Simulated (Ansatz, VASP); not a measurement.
Given: the input of a run of Ansatz 0.2.0 on PbO2.

Contents of input.yaml:

```yaml
crystal:
  lattice:
    - [0.0, 2.701992, 2.701992]
    - [2.701992, 0.0, 2.701992]
    - [2.701992, 2.701992, 0.0]
  atoms:
    - { symbol: Pb, position: [0.0, 0.0, 0.0] }
    - { symbol: O, position: [0.75, 0.75, 0.75] }
    - { symbol: O, position: [0.25, 0.25, 0.25] }
hamiltonian:
  xc: pbe
  pseudopotentials: { kind: paw }
kpoints:
  mp_grid: { grid: [9, 9, 9] }
scf:
  occupations: { method: gaussian, width: 0.025 }
output:
  forces: true
  stress: true
  eigenvalues: true
```

Potentials or basis: Ansatz PAW.

Launch:

```sh
$ ansatz run input.yaml --threads 2 --pin off --max-ram 5632MiB --backend cpu --events-out ev --progress --plain --runs-dir out
```

Translate it to VASP 6.6.1. Potentials there: VASP PAW PBE potentials, release 64 (Pb_d, O).

As run (the cutoff follows the program's own potentials):

The input INCAR:

```
SYSTEM = PbO2
PREC = Accurate
ENCUT = 520
EDIFF = 1E-7
ISMEAR = 0
SIGMA = 0.025
LREAL = .FALSE.
LASPH = .TRUE.
NELM = 80
ALGO = Normal
ISIF = 2
LWAVE = .FALSE.
LCHARG = .FALSE.
GGA = PE
NBANDS = 20
```

File KPOINTS:

```
Automatic mesh
0
G
  9 9 9
  0 0 0
```

The input POSCAR:

```
PbO2
1.0
    0.0000000000      2.7019920000      2.7019920000
    2.7019920000      0.0000000000      2.7019920000
    2.7019920000      2.7019920000      0.0000000000
Pb O
1 2
Direct
    0.0000000000      0.0000000000      0.0000000000
    0.7500000000      0.7500000000      0.7500000000
    0.2500000000      0.2500000000      0.2500000000
```

Potentials or basis: VASP PAW PBE potentials, release 64 (Pb_d, O).

Command:

```sh
$ cat potpaw_PBE.64/Pb_d/POTCAR potpaw_PBE.64/O/POTCAR > POTCAR
$ mpirun -np 1 vasp_std > vasp.out
```

Both were run:

|  | VASP | Ansatz | Ansatz less VASP |
| --- | --- | --- | --- |
| gap on the k mesh at the Fermi level (eV) | none | none | - |
| pressure (GPa) | 0.6 | 0.4 | -0.20 |

A gap of «none» marks a metal or a gap that the smearing closes. With one functional, cell and mesh, what is left measures potentials, basis and numerics.

Neither program's run includes spin-orbit coupling.
